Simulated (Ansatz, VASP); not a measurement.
**Pt in VASP and in Ansatz**

```
CELL_PARAMETERS angstrom
2.62665 0.00000 0.00000
0.00000 2.62665 0.00000
0.00000 0.00000 2.62665
ATOMIC_POSITIONS crystal
Pt 0.00000 0.00000 0.00000
```

Alike in both runs: functional PBE; k mesh 6 × 6 × 6; occupations gaussian, width 0.1 eV; no spin polarisation.

Ansatz relaxed the structure, and its values are those at the end. VASP's run is a single point on that final structure, the one shown.

|  | VASP | Ansatz |
| --- | --- | --- |
| version | VASP 6.6.1 | Ansatz 0.2.0 |
| potentials or method | VASP PAW PBE potentials, release 64 (Pt), cutoff 500 eV | scalar-relativistic, plane waves, PAW |
| valence electrons in the cell | 10 | 18 |

```csv
,VASP,Ansatz,Ansatz less VASP
gap on the k mesh at the Fermi level (eV),none,none,-
pressure (GPa),-0.5,0.0,+0.48
```

A gap of «none» marks a metal or a gap that the smearing closes. VASP's potentials hold 10 valence electrons a cell and Ansatz's 18, so a difference there can come from the potentials and not from the codes.

The k mesh is coarse, so the values compare programs but aren't converged. Neither program's run includes spin-orbit coupling.
